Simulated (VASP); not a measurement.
Here is a VASP 6.6.1 calculation.

INCAR

```
PREC = Accurate ; ENCUT = 520
EDIFF = 1E-6 ; ISMEAR = 0
SIGMA = 0.05 ; LREAL = F
LASPH = T ; NELM = 100
ALGO = Normal ; ISIF = 2
LWAVE = F ; LCHARG = F
GGA = PE ; NBANDS = 11
```

Contents of KPOINTS:

```
regular mesh
0
Gamma
  12 12 12
```

Contents of POSCAR:

```
BAs
1.0
    0.0000000000      2.3138099477      2.5451909425
    2.3138099477      0.0000000000      2.5451909425
    2.3138099477      2.3138099477      0.0000000000
B As
1 1
Direct
    0.0000000000      0.0000000000      0.0000000000
    0.7500000000      0.7500000000      0.7500000000
```

Potentials or basis: VASP PAW PBE potentials, release 64 (B, As).

Launch:

```bash
$ cat potpaw_PBE.64/B/POTCAR potpaw_PBE.64/As/POTCAR > POTCAR
$ mpirun -np 1 vasp_std > vasp.out
```

What does it give for the pressure?

3.4 GPa.

Predict the band gap on the k mesh.

0.46 eV, indirect (least direct gap 2.79 eV).

Stress tensor (GPa, compression positive):
```
 10.87   0.00   0.00
  0.00  10.87   0.00
  0.00   0.00 -11.54
```

 A k mesh can miss the band edges.
